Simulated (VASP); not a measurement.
BN:

```xyz
4
Lattice="2.5121 0.0000 0.0000 -1.2561 2.1756 0.0000 0.0000 0.0000 8.3519" Properties=species:S:1:pos:R:3 pbc="T T T"
B     0.0000    0.0000    4.1759
B     0.0000    1.4504    0.0000
N     0.0000    1.4504    4.1759
N     1.2561    0.7252    0.0000
```

Base run:

```yaml
Program: VASP 6.6.1
Functional: PBE
Potentials_or_basis: VASP PAW PBE potentials, release 64 (B, N)
Cutoff: 520 eV
k_mesh: 12 × 12 × 4
Occupations: gaussian, width 0.02 eV
Spin: no spin polarisation
```

Its results: band gap on the k mesh 4.39 eV (least direct gap 4.64 eV); pressure 0.1 GPa.

Task: The run is repeated on the same cell with these changes: functional from PBE to r2SCAN; further incar settings from ALGO = Normal; EDIFF = 1e-07; NBANDS = 16 to ALGO = Normal; EDIFF = 1e-06; NBANDS = 16. What comes out?

Result: Band gap on the k mesh 4.63 eV (least direct gap 5.35 eV); pressure -2.7 GPa.

Caveats: this functional lacks dispersion, which binds the layers, so the pressure and a relaxed spacing across them are unreliable (at least some runs); the PAW data sets were made with another functional, which shifts forces and pressure a little (at least some runs).

A k mesh can miss the band edges.
